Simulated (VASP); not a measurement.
Input of a VASP 6.6.1 run:

The input INCAR:

```
SYSTEM = KAs4
PREC = Accurate ; ENCUT = 600
EDIFF = 1E-7 ; ISMEAR = 0
SIGMA = 0.1 ; LREAL = .False.
LASPH = .True. ; NELM = 100
ALGO = Normal ; ISIF = 3
LWAVE = .False. ; LCHARG = .False.
GGA = PE ; IVDW = 12
IBRION = 2 ; NSW = 100
EDIFFG = -0.01
```

KPOINTS

```
Automatic mesh
0
Gamma
  10 10 6
  0 0 0
```

Contents of POSCAR:

```
KAs4
1.0
    3.9955854939      0.0000000000      0.0000000000
    0.0000000000      3.9955854939      0.0000000000
    0.0000000000      0.0000000000      7.7465697589
K As
1 4
Direct
    0.0000000000      0.0000000000      0.0000000000
    0.0000000000      0.5000000000      0.6570682501
    0.5000000000      0.0000000000      0.6570682501
    0.0000000000      0.5000000000      0.3429317499
    0.5000000000      0.0000000000      0.3429317499
```

Potentials or basis: VASP PAW PBE potentials, release 64 (K_sv, As).

Run with:

```sh
$ cat potpaw_PBE.64/K_sv/POTCAR potpaw_PBE.64/As/POTCAR > POTCAR
$ mpirun -np 1 vasp_std > vasp.out
```

Predict the relaxed cell.

a = 3.961 Å, b = 3.961 Å, c = 7.832 Å, α = 90.00°, β = 90.00°, γ = 90.00°.

What does it give for the space group after relaxing (to 0.05 Å)?

P4/mmm (No. 123).

Predict the dispersion energy per atom.

-0.364 eV.

Estimate the relaxed volume.

24.57 Å³/atom.

The path:
| step | energy change (eV) | largest force (eV/Å) | pressure (GPa) | volume (Å³) |
| --- | --- | --- | --- | --- |
| 1 | 0.0000 | 0.2336 | 0.02 | 123.67 |
| 2 | -0.0118 | 0.0770 | -0.49 | 123.71 |
| 3 | -0.0120 | 0.0450 | -0.44 | 123.70 |
| 4 | -0.0138 | 0.0175 | 0.05 | 122.52 |
| 5 | -0.0138 | 0.0196 | 0.02 | 122.59 |
| 6 | -0.0139 | 0.0110 | 0.03 | 122.64 |
| 7 | -0.0140 | 0.0101 | 0.04 | 122.75 |
| 8 | -0.0140 | 0.0034 | 0.00 | 122.86 |

Caveat: pairwise dispersion overbinds metals, which lowers pressure and volume.
